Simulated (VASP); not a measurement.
Input of a VASP 6.6.1 run:

Contents of INCAR:

```
SYSTEM = InSb
  PREC = Accurate
  ENCUT = 520
  EDIFF = 1E-6
  ISMEAR = 0
  SIGMA = 0.15
  LREAL = .FALSE.
  LASPH = .TRUE.
  NELM = 100
  ALGO = Normal
  ISIF = 2
  LWAVE = .FALSE.
  LCHARG = .FALSE.
  GGA = PE
  NBANDS = 16
```

KPOINTS

```
Automatic mesh
0
G
  14 14 14
  0 0 0
```

Contents of POSCAR:

```
InSb
1.0
    0.0000000000      3.3524388029      2.7945929861
    3.3524388029      0.0000000000      2.7945929861
    3.3524388029      3.3524388029      0.0000000000
In Sb
1 1
Direct
    0.0000000000      0.0000000000      0.0000000000
    0.5000000000      0.5000000000      0.5000000000
```

Potentials or basis: VASP PAW PBE potentials, release 64 (In_d, Sb).

The run is started by

```console
$ cat potpaw_PBE.64/In_d/POTCAR potpaw_PBE.64/Sb/POTCAR > POTCAR
$ mpirun -np 1 vasp_std > vasp.out
```

**Question.** Estimate the pressure.

**Answer.** 0.3 GPa.

**Question.** Predict the band gap on the k mesh.

**Answer.** Zero (bands 9 and 10 overlap by 2.93 eV).

Stress tensor (GPa, compression positive):
```
-4.71  0.00  0.00
 0.00 -4.71  0.00
 0.00  0.00 10.24
```

Caveat: spin-orbit coupling is left out, which moves the levels of the heavy elements.
